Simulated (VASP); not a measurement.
Runs of VASP 6.6.1 on Na2Nb. The structure is that of space group Fd-3m (No. 227), or close to it. The cells are those of the table. 

| task | cell | k mesh | cutoff (eV) | gap on the mesh (eV) | pressure (GPa) | relaxed volume (Å³/atom) |
| --- | --- | --- | --- | --- | --- | --- |
| single point | a = 5.699 Å, angles 60.0°, 6 atoms | 8 × 8 × 8 | 520 | none | 0.0 | - |
| relaxation of cell and atoms | relaxed from a = 5.695 Å, angles 60.0°, 6 atoms | 8 × 8 × 8 | 600 | none | 0.0 | 21.81 |
| single point | a = 5.695 Å, angles 60.0°, 6 atoms | 4 × 4 × 4 | 520 | none | 0.1 | - |
| single point | a = 5.468 Å, angles 60.0°, 6 atoms | 4 × 4 × 4 | 520 | none | 6.3 | - |
| relaxation of cell and atoms | relaxed from a = 5.468 Å, angles 60.0°, 6 atoms | 4 × 4 × 4 | 600 | none | -0.1 | (a) |

Alike in all rows: level PBE; potentials or basis VASP PAW PBE potentials, release 64 (Na_pv, Nb_sv); no spin polarisation; smearing gaussian 0.1 eV.

Question: Estimate the missing entries.

Answer: (a) 21.87.

Caveats: the cell stands under pressure (at least some runs).

A k mesh can miss the band edges, and the runs leave out spin-orbit coupling on Nb.

A gap of «none» marks levels without a gap at the run's occupations.
